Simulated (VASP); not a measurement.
P: single point with PBE

P:

```xyz
1
Lattice="2.3945 0.0000 0.0000 0.0000 2.3945 0.0000 0.0000 0.0000 2.3945" Properties=species:S:1:pos:R:3 pbc="T T T"
P     0.0000    0.0000    0.0000
```

```json
{"Program": "VASP 6.6.1", "Task": "single point", "Functional": "PBE", "Potentials or basis": "VASP PAW PBE potentials, release 64 (P)", "Cutoff": "520 eV", "k mesh": "22 × 22 × 22", "Occupations": "fermi-dirac, width 0.0612256 eV", "Spin": "no spin polarisation"}
```

```json
{"Pressure": "8.0 GPa"}
```

Levels at points of the mesh, in eV from the Fermi level:
| k point | band 1 | band 2 | band 3 | band 4 | band 5 | band 6 |
| --- | --- | --- | --- | --- | --- | --- |
| (0.00, 0.00, 0.00) | -17.11 | 5.35 | 5.35 | 5.35 | 6.73 | 6.73 |
| (0.50, 0.00, 0.00) | -12.48 | -9.18 | 8.43 | 8.43 | 9.41 | 14.62 |
| (0.50, 0.50, 0.00) | -7.42 | -5.56 | -5.56 | 0.63 | 11.30 | 17.29 |
| (0.50, 0.50, 0.50) | -2.24 | -2.24 | -2.24 | -0.95 | 4.49 | 4.49 |

Run time: 31 s on 1 thread of AMD EPYC 7R13 Processor (Zen 3), on a shared host, peak memory 0.11 GiB.
